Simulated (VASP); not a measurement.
# Si12Cl in VASP: notebook

The runs below take Si12Cl through single point, with PBE+D3(BJ).

Program: VASP 6.6.1. These are calculated values, not measurements. Logs are shortened: lines on timing, memory, paths and dates and some standing lists are left out, and cuts for length are marked.

### 1 The cell of the first run

The cell holds a slab with vacuum, 13 atoms: a = 7.667 Å, b = 5.421 Å, c = 20.688 Å, α = 90.00°, β = 90.00°, γ = 90.00°.

### 2 Single point, PBE+D3(BJ), collinear spin

INCAR reads:

```
SYSTEM = Si12Cl
ALGO = Normal
DIPOL = 0.5 0.5 0.298
EDIFF = 1E-6
ENCUT = 400
GGA = PE
GGA_COMPAT = .FALSE.
IDIPOL = 3
ISIF = 2
ISMEAR = 0
ISPIN = 2
IVDW = 12
LASPH = .TRUE.
LCHARG = .FALSE.
LDIPOL = .TRUE.
LORBIT = 11
LREAL = .FALSE.
LWAVE = .FALSE.
MAGMOM = 0 0 0 0 0 0 0 0 0 0 0 0 1
NBANDS = 44
NELM = 200
NELMDL = -8
PREC = Accurate
SIGMA = 0.05
```

KPOINTS reads:

```
k-points
0
G
  4 5 1
  0 0 0
```

POSCAR reads:

```
Si12Cl
1.0
    7.6666885535      0.0000000000      0.0000000000
    0.0000000000      5.4211674654      0.0000000000
    0.0000000000      0.0000000000     20.6877549460
Si Cl
12 1
Direct
    0.2500000000      0.0000000000      0.1933510915
    0.7500000000      0.0000000000      0.1933510915
    0.0000000000      0.2500000000      0.1933510915
    0.5000000000      0.2500000000      0.1933510915
    0.0000000000      0.5038841205      0.2835647299
    0.5000000000      0.5038841205      0.2835647299
    0.2500000000      0.7461158795      0.2835647299
    0.7500000000      0.7461158795      0.2835647299
    0.2500000000      0.0086034149      0.3716089525
    0.7500000000      0.0086034149      0.3716089525
    0.0000000000      0.2413965851      0.3716089525
    0.5000000000      0.2413965851      0.3716089525
    0.5000000000      0.1752700816      0.4779520529
```

Potentials or basis: VASP PAW PBE potentials, release 64 (Si, Cl).

Launch:

```sh
$ cat potpaw_PBE.64/Si/POTCAR potpaw_PBE.64/Cl/POTCAR > POTCAR
$ mpirun -np 1 vasp_std > vasp.out
```

OUTCAR:

```text
SYSTEM = Si12Cl
   EDIFF = 1E-6
   ENCUT = 400
   GGA = PE
   ISIF = 2
   ISMEAR = 0
   ISPIN = 2
   IVDW = 12
   LASPH = .TRUE.
   LORBIT = 11
   LREAL = .FALSE.
   NELM = 200
   NELMDL = -8
   PREC = Accurate
 IVDW          = 12

 ion  position               nearest neighbor table
   1  0.250  0.000  0.193-   7 2.32   4 2.35   3 2.35
   2  0.750  0.000  0.193-   8 2.32   4 2.35   3 2.35
   3  0.000  0.250  0.193-   5 2.32   2 2.35   1 2.35
   4  0.500  0.250  0.193-   6 2.32   2 2.35   1 2.35
   5  0.000  0.504  0.284-  11 2.31   3 2.32   8 2.32   7 2.32
   6  0.500  0.504  0.284-  12 2.31   4 2.32   8 2.32   7 2.32
   7  0.250  0.746  0.284-   9 2.31   1 2.32   6 2.32   5 2.32
   8  0.750  0.746  0.284-  10 2.31   2 2.32   6 2.32   5 2.32
   9  0.250  0.009  0.372-  11 2.29  12 2.29   7 2.31
  10  0.750  0.009  0.372-  11 2.29  12 2.29   8 2.31
  11  0.000  0.241  0.372-   9 2.29  10 2.29   5 2.31
  12  0.500  0.241  0.372-  13 2.23  10 2.29   9 2.29   6 2.31
  13  0.500  0.175  0.478-  12 2.23

  LATTYP: Found a simple orthorhombic cell.
 ALAT       =     5.4211674654
 B/A-ratio  =     1.4142135624
 C/A-ratio  =     3.8161069692

  Lattice vectors:

 A1 = (   0.0000000000,  -5.4211674654,   0.0000000000)
 A2 = (   7.6666885535,   0.0000000000,   0.0000000000)
 A3 = (   0.0000000000,   0.0000000000,  20.6877549460)

Analysis of symmetry for initial positions (statically):
=====================================================================
 Subroutine PRICEL returns:
 Original cell was already a primitive cell.

 Routine SETGRP: Setting up the symmetry group for a
 simple orthorhombic supercell.

 Subroutine GETGRP returns: Found  2 space group operations
 (whereof  2 operations were pure point group operations)
 out of a pool of  8 trial point group operations.

The static configuration has the point symmetry C_1h.

Analysis of symmetry for dynamics (positions and initial velocities):
=====================================================================
 Subroutine PRICEL returns:
 Original cell was already a primitive cell.

 Routine SETGRP: Setting up the symmetry group for a
 simple orthorhombic supercell.

 Subroutine GETGRP returns: Found  2 space group operations
 (whereof  2 operations were pure point group operations)
 out of a pool of  8 trial point group operations.

The dynamic configuration has the point symmetry C_1h.

Analysis of structural, dynamic, and magnetic symmetry:
[... 555 lines left out ...]
 Fermi energy:        -1.7919581400

 spin component 2

 k-point     1 :       0.0000    0.0000    0.0000
  band No.  band energies     occupation
      1     -17.3210      1.00000
      2     -13.2226      1.00000
      3     -11.3812      1.00000
      4     -11.1749      1.00000
      5     -11.1568      1.00000
      6      -9.9427      1.00000
[... 367 lines left out ...]
     38       1.8390      0.00000
     39       2.6117      0.00000
 [bands above 39 left out]

------------------------ aborting loop because EDIFF is reached ----------------------------------------

 vacuum level on the upper side and lower side of the slab       (xc-potential included)         0.277        -0.248

 Edisp (eV)   -3.12442

 E8    (eV) :    -1.3481

  FORCE on cell =-STRESS in cart. coord.  units (eV):
  Direction    XX          YY          ZZ          XY          YZ          ZX
  --------------------------------------------------------------------------------------
  -------------------------------------------------------------------------------------
  Total       1.93355     1.74365     0.72586     0.00000     0.94803     0.00000
  in kB       3.60290     3.24904     1.35254     0.00000     1.76652     0.00000
  external pressure =        2.73 kB  Pullay stress =        0.00 kB

 VOLUME and BASIS-vectors are now :
 -----------------------------------------------------------------------------
  energy-cutoff  :      400.00
  volume of cell :      859.83
      direct lattice vectors                 reciprocal lattice vectors
     7.666688554  0.000000000  0.000000000     0.130434410  0.000000000  0.000000000
     0.000000000  5.421167465  0.000000000     0.000000000  0.184462112  0.000000000
     0.000000000  0.000000000 20.687754946     0.000000000  0.000000000  0.048337773

 POSITION                                       TOTAL-FORCE (eV/Angst)
 -----------------------------------------------------------------------------------
      1.91667      0.00000      4.00000        -0.007375      0.533196      0.110799
      5.75002      0.00000      4.00000         0.007375      0.533196      0.110799
      0.00000      1.35529      4.00000         0.000000     -0.593384     -0.111256
      3.83334      1.35529      4.00000         0.000000     -0.411276     -0.093482
      0.00000      2.73164      5.86632         0.000000     -0.055621     -0.009563
      3.83334      2.73164      5.86632         0.000000      0.413057     -0.174375
      1.91667      4.04482      5.86632        -0.062496     -0.019115     -0.042368
      5.75002      4.04482      5.86632         0.062496     -0.019115     -0.042368
      1.91667      0.04664      7.68775        -0.203381     -0.163116     -0.438697
      5.75002      0.04664      7.68775         0.203381     -0.163116     -0.438697
      0.00000      1.30865      7.68775         0.000000      0.072656      0.219493
      3.83334      1.30865      7.68775         0.000000     -0.925584      0.742326
      3.83334      0.95017      9.88775         0.000000      0.798220      0.167389
 -----------------------------------------------------------------------------------
    total drift:                               -0.000000      0.000086      0.000168

  FREE ENERGIE OF THE ION-ELECTRON SYSTEM (eV)
  ---------------------------------------------------
  free  energy   TOTEN  =       -63.1351197761 eV

  energy  without entropy=      -63.1251183981  energy(sigma->0) =      -63.13011909

 vacuum level on the upper side and lower side of the slab         3.483         2.942

 total charge

# of ion       s       p       d       tot
------------------------------------------
    1        0.808   0.834   0.000   1.642
    2        0.808   0.834   0.000   1.642
    3        0.805   0.841   0.000   1.647
    4        0.800   0.848   0.000   1.648
    5        0.779   0.919   0.000   1.698
    6        0.780   0.925   0.000   1.704
    7        0.778   0.922   0.000   1.700
    8        0.778   0.922   0.000   1.700
    9        0.813   0.855   0.000   1.668
   10        0.813   0.855   0.000   1.668
   11        0.799   0.867   0.000   1.666
   12        0.774   0.865   0.000   1.639
   13        1.610   3.474   0.000   5.084
--------------------------------------------------
tot         11.145  13.960   0.000  25.104

 magnetization (x)

# of ion       s       p       d       tot
------------------------------------------
    1        0.005   0.040   0.000   0.045
    2        0.005   0.040   0.000   0.045
    3        0.012   0.107   0.000   0.120
    4        0.013   0.058   0.000   0.071
    5        0.001   0.006   0.000   0.006
    6        0.002   0.009   0.000   0.012
    7        0.002   0.008   0.000   0.010
    8        0.002   0.008   0.000   0.010
    9        0.000   0.010   0.000   0.010
   10        0.000   0.010   0.000   0.010
   11       -0.001   0.000   0.000  -0.001
   12        0.003   0.011   0.000   0.014
   13        0.000   0.009   0.000   0.010
--------------------------------------------------
tot          0.043   0.318   0.000   0.362
```

OSZICAR:

```text
N       E                     dE             d eps       ncg     rms          rms(c)
DAV:   1     0.266249909922E+03    0.26625E+03   -0.14864E+04  1584   0.722E+02
DAV:   2    -0.262706548343E+02   -0.29252E+03   -0.28300E+03  2260   0.154E+02
DAV:   3    -0.602927192476E+02   -0.34022E+02   -0.33163E+02  1884   0.500E+01
[... 13 lines left out ...]
DAV:  66    -0.600106900758E+02   -0.12547E-05   -0.45887E-06  1584   0.395E-03    0.561E-03
DAV:  67    -0.600106931529E+02   -0.30772E-05   -0.59313E-06  1576   0.423E-03    0.486E-03
DAV:  68    -0.600106941723E+02   -0.10193E-05   -0.18304E-06  1348   0.275E-03    0.377E-03
DAV:  69    -0.600106959123E+02   -0.17400E-05   -0.28310E-07  1296   0.172E-03    0.308E-03
DAV:  70    -0.600106965578E+02   -0.64553E-06   -0.19586E-07  1180   0.123E-03
   1 F= -.63135120E+02 E0= -.63130119E+02  d E =-.100014E-01  mag=     1.0433
```

Wall time 68 min (1 thread of Intel Xeon 8259CL, shared host); peak memory 0.96 GiB.

Results:

* Free energy: -63.1351 eV
* Largest force: 1.186 eV/Å
* Net moment: 1.04 μB per cell
* Site moments: Si +0.04, +0.12, +0.07, +0.01, -0.00 (each value once); Cl +0.01 μB
* Valence electrons inside the program's atomic spheres: Si 1.64, 1.65, 1.70, 1.67 (each value once); Cl 5.08
* Dispersion energy per atom: -0.240 eV

Forces on the atoms (eV/Å):
```
Si  -0.007  0.533  0.111
Si   0.007  0.533  0.111
Si   0.000 -0.593 -0.111
Si   0.000 -0.411 -0.093
Si   0.000 -0.056 -0.010
Si   0.000  0.413 -0.174
Si  -0.062 -0.019 -0.042
Si   0.062 -0.019 -0.042
Si  -0.203 -0.163 -0.439
Si   0.203 -0.163 -0.439
Si   0.000  0.073  0.219
Si   0.000 -0.926  0.742
Cl   0.000  0.798  0.167
```

### 3 Single point, PBE+D3(BJ), collinear spin

INCAR reads:

```
SYSTEM = Si12Cl
  ALGO = Normal
  DIPOL = 0.5 0.5 0.298
  EDIFF = 1E-6
  ENCUT = 400
  GGA = PE
  GGA_COMPAT = .False.
  IDIPOL = 3
  ISIF = 2
  ISMEAR = 0
  ISPIN = 2
  IVDW = 12
  LASPH = .True.
  LCHARG = .False.
  LDIPOL = .True.
  LORBIT = 11
  LREAL = .False.
  LWAVE = .False.
  MAGMOM = 0 0 0 0 0 0 0 0 0 0 0 0 1
  NBANDS = 44
  NELM = 200
  NELMDL = -8
  PREC = Accurate
  SIGMA = 0.05
```

KPOINTS reads:

```
k-points
0
Gamma
  4 5 1
  0 0 0
```

POSCAR, as its differences from that of step 2:

```diff
@@ -20,2 +20,2 @@
     0.5000000000      0.2413965851      0.3716089525
-    0.5000000000      0.1752700816      0.4779520529
+    0.2500000000      0.1752700816      0.4779520529
```

Potentials or basis: VASP PAW PBE potentials, release 64 (Si, Cl).

Launch:

```sh
$ cat potpaw_PBE.64/Si/POTCAR potpaw_PBE.64/Cl/POTCAR > POTCAR
$ mpirun -np 1 vasp_std > vasp.out
```

OUTCAR:

```text
SYSTEM = Si12Cl
   EDIFF = 1E-6
   ENCUT = 400
   GGA = PE
   ISIF = 2
   ISMEAR = 0
   ISPIN = 2
   IVDW = 12
   LASPH = .True.
   LORBIT = 11
   LREAL = .False.
   NELM = 200
   NELMDL = -8
   PREC = Accurate
 IVDW          = 12

 ion  position               nearest neighbor table
   1  0.250  0.000  0.193-   7 2.32   4 2.35   3 2.35
   2  0.750  0.000  0.193-   8 2.32   4 2.35   3 2.35
   3  0.000  0.250  0.193-   5 2.32   2 2.35   1 2.35
   4  0.500  0.250  0.193-   6 2.32   2 2.35   1 2.35
   5  0.000  0.504  0.284-  11 2.31   3 2.32   8 2.32   7 2.32
   6  0.500  0.504  0.284-  12 2.31   4 2.32   8 2.32   7 2.32
   7  0.250  0.746  0.284-   9 2.31   1 2.32   6 2.32   5 2.32
   8  0.750  0.746  0.284-  10 2.31   2 2.32   6 2.32   5 2.32
   9  0.250  0.009  0.372-  11 2.29  12 2.29   7 2.31  13 2.38
  10  0.750  0.009  0.372-  11 2.29  12 2.29   8 2.31
  11  0.000  0.241  0.372-   9 2.29  10 2.29   5 2.31
  12  0.500  0.241  0.372-   9 2.29  10 2.29   6 2.31
  13  0.250  0.175  0.478-   9 2.38

  LATTYP: Found a simple orthorhombic cell.
 ALAT       =     5.4211674654
 B/A-ratio  =     1.4142135624
 C/A-ratio  =     3.8161069692

  Lattice vectors:

[... 1003 lines left out ...]
      0.00000      1.35529      4.00000        -0.063253     -0.448391      0.064200
      3.83334      1.35529      4.00000         0.063253     -0.448391      0.064200
      0.00000      2.73164      5.86632        -0.041525      0.033825     -0.099492
      3.83334      2.73164      5.86632         0.041525      0.033825     -0.099492
      1.91667      4.04482      5.86632         0.000000     -0.373493     -0.174881
      5.75002      4.04482      5.86632         0.000000      0.100221      0.007806
      1.91667      0.04664      7.68775         0.000000      0.813810      0.471306
      5.75002      0.04664      7.68775         0.000000     -0.121628      0.312598
      0.00000      1.30865      7.68775        -0.075216     -0.001741     -0.367550
      3.83334      1.30865      7.68775         0.075216     -0.001741     -0.367550
      1.91667      0.95017      9.88775         0.000000     -0.526507      0.253035
 -----------------------------------------------------------------------------------
    total drift:                                0.000000     -0.000019      0.000180

  FREE ENERGIE OF THE ION-ELECTRON SYSTEM (eV)
  ---------------------------------------------------
  free  energy   TOTEN  =       -62.7599259880 eV

  energy  without entropy=      -62.7517918604  energy(sigma->0) =      -62.75585892

 vacuum level on the upper side and lower side of the slab         3.605         2.947

 total charge

# of ion       s       p       d       tot
------------------------------------------
    1        0.807   0.840   0.000   1.646
    2        0.805   0.840   0.000   1.645
    3        0.808   0.836   0.000   1.644
    4        0.808   0.836   0.000   1.644
    5        0.779   0.921   0.000   1.700
    6        0.779   0.921   0.000   1.700
    7        0.783   0.922   0.000   1.704
    8        0.779   0.918   0.000   1.697
    9        0.790   0.843   0.000   1.633
   10        0.799   0.868   0.000   1.667
   11        0.814   0.844   0.000   1.658
   12        0.814   0.844   0.000   1.658
   13        1.613   3.444   0.000   5.057
--------------------------------------------------
tot         11.177  13.876   0.000  25.053

 magnetization (x)

# of ion       s       p       d       tot
------------------------------------------
    1        0.004   0.015   0.000   0.019
    2        0.014   0.116   0.000   0.130
    3        0.004   0.028   0.000   0.031
    4        0.004   0.028   0.000   0.031
    5        0.001   0.007   0.000   0.008
    6        0.001   0.007   0.000   0.008
    7        0.002   0.010   0.000   0.011
    8        0.001   0.002   0.000   0.003
    9        0.002   0.008   0.000   0.010
   10       -0.001  -0.001   0.000  -0.002
   11        0.003   0.021   0.000   0.023
   12        0.003   0.021   0.000   0.023
   13        0.001   0.014   0.000   0.015
--------------------------------------------------
tot          0.038   0.275   0.000   0.312
```

OSZICAR:

```text
N       E                     dE             d eps       ncg     rms          rms(c)
DAV:   1     0.264661287426E+03    0.26466E+03   -0.14860E+04  1584   0.722E+02
DAV:   2    -0.269856940711E+02   -0.29165E+03   -0.28263E+03  2304   0.154E+02
DAV:   3    -0.599575631997E+02   -0.32972E+02   -0.32050E+02  1900   0.492E+01
[... 28 lines left out ...]
DAV:  32    -0.596505478581E+02   -0.11859E-03   -0.70767E-06  1640   0.516E-03    0.237E-03
DAV:  33    -0.596506038781E+02   -0.56020E-04   -0.40075E-06  1628   0.363E-03    0.164E-03
DAV:  34    -0.596506182925E+02   -0.14414E-04   -0.20994E-06  1572   0.261E-03    0.793E-04
DAV:  35    -0.596506197211E+02   -0.14286E-05   -0.53704E-07  1464   0.150E-03    0.562E-04
DAV:  36    -0.596506202785E+02   -0.55741E-06   -0.92793E-08  1352   0.881E-04
   1 F= -.62759926E+02 E0= -.62755859E+02  d E =-.813413E-02  mag=     0.8858
```

Run time: 12 min. Hardware: 1 thread of Intel Xeon 6975P-C (Granite Rapids), shared host; peak memory 0.92 GiB.

Results:

- Free energy: -62.7599 eV
- Largest force: 0.940 eV/Å
- Net moment: 0.89 μB per cell
- Site moments: Si +0.02, +0.13, +0.03, +0.01, +0.00, -0.00 (each value once); Cl +0.01 μB
- Valence electrons inside the program's atomic spheres: Si 1.65, 1.64, 1.70, 1.63, 1.67, 1.66 (each value once); Cl 5.06
- Dispersion energy per atom: -0.239 eV

Forces on the atoms (eV/Å):
```
Si   0.000  0.322  0.021
Si   0.000  0.618 -0.086
Si  -0.063 -0.448  0.064
Si   0.063 -0.448  0.064
Si  -0.042  0.034 -0.099
Si   0.042  0.034 -0.099
Si   0.000 -0.373 -0.175
Si   0.000  0.100  0.008
Si   0.000  0.814  0.471
Si   0.000 -0.122  0.313
Si  -0.075 -0.002 -0.368
Si   0.075 -0.002 -0.368
Cl   0.000 -0.527  0.253
```

### 4 Single point, PBE+D3(BJ), collinear spin

INCAR reads:

```
SYSTEM = Si12Cl
ALGO = Normal
DIPOL = 0.5 0.5 0.298
EDIFF = 1E-6
ENCUT = 400
GGA = PE
GGA_COMPAT = .False.
IDIPOL = 3
ISIF = 2
ISMEAR = 0
ISPIN = 2
IVDW = 12
LASPH = .True.
LCHARG = .False.
LDIPOL = .True.
LORBIT = 11
LREAL = .False.
LWAVE = .False.
MAGMOM = 0 0 0 0 0 0 0 0 0 0 0 0 1
NBANDS = 44
NELM = 200
NELMDL = -8
PREC = Accurate
SIGMA = 0.05
```

KPOINTS is that of step 3.

POSCAR, as its differences from that of step 3:

```diff
@@ -20,2 +20,2 @@
     0.5000000000      0.2413965851      0.3716089525
-    0.2500000000      0.1752700816      0.4779520529
+    0.5000000000      0.3419367483      0.4779520529
```

Launch:

```sh
$ cat potpaw_PBE.64/Si/POTCAR potpaw_PBE.64/Cl/POTCAR > POTCAR
$ mpirun -np 1 vasp_std > vasp.out
```

Wall time 21 min (1 thread of Intel Xeon Platinum 8488C (Sapphire Rapids), shared host); peak memory 0.93 GiB.

It converged, with:

* Free energy: -63.6675 eV
* Largest force: 1.934 eV/Å
* Net moment: 0.00 μB per cell
* Valence electrons inside the program's atomic spheres: Si 1.64, 1.65, 1.70, 1.71, 1.67, 1.66, 1.63 (each value once); Cl 5.07
* Dispersion energy per atom: -0.242 eV

Forces in eV/Å, atoms in the order of the input:
```
Si  -0.053  0.625  0.049
Si   0.053  0.625  0.049
Si   0.000 -0.526 -0.207
Si   0.000 -0.463 -0.145
Si   0.000 -0.079 -0.075
Si   0.000  0.182 -0.268
Si   0.002  0.091  0.109
Si  -0.002  0.091  0.109
Si  -0.197 -0.259 -0.136
Si   0.197 -0.259 -0.136
Si   0.000  0.016  0.140
Si   0.000 -0.144  1.929
Cl   0.000  0.103 -1.417
```

Levels at points of the mesh, in eV from the Fermi level:
Spin up:
```tsv
k point	band 25	band 26	band 27	band 28	band 29	band 30	band 31	band 32
(0.00, 0.00, 0.00)	-0.76	-0.49	-0.29	-0.05	0.33	0.53	1.14	1.37
(0.50, 0.00, 0.00)	-0.74	-0.68	-0.15	-0.12	-0.07	0.72	1.63	2.50
```
Spin down:
```csv
k point,band 24,band 25,band 26,band 27,band 28,band 29,band 30,band 31,band 32,band 33
"(0.00, 0.00, 0.00)",-0.83,-0.76,-0.49,-0.29,-0.05,0.32,0.53,1.14,1.37,2.05
"(0.50, 0.00, 0.00)",-2.01,-0.74,-0.68,-0.15,-0.12,-0.07,0.72,1.63,2.50,2.69
```

### 5 Summary

| cell | gap on the mesh (eV) | moment (μB) | largest force (eV/Å) |
| --- | --- | --- | --- |
| as given, atomic positions A | none | 1.04 | 1.19 |
| as given, atomic positions B | none | 0.89 | 0.94 |
| as given, atomic positions C | none | 0.00 | 1.93 |

Alike in all rows: task single point; level PBE+D3(BJ); potentials or basis VASP PAW PBE potentials, release 64 (Si, Cl); spin collinear; k mesh 4 × 5 × 1; cutoff (eV) 400; smearing gaussian 0.05 eV.

Absolute energies hang on the potentials; compare differences alone.
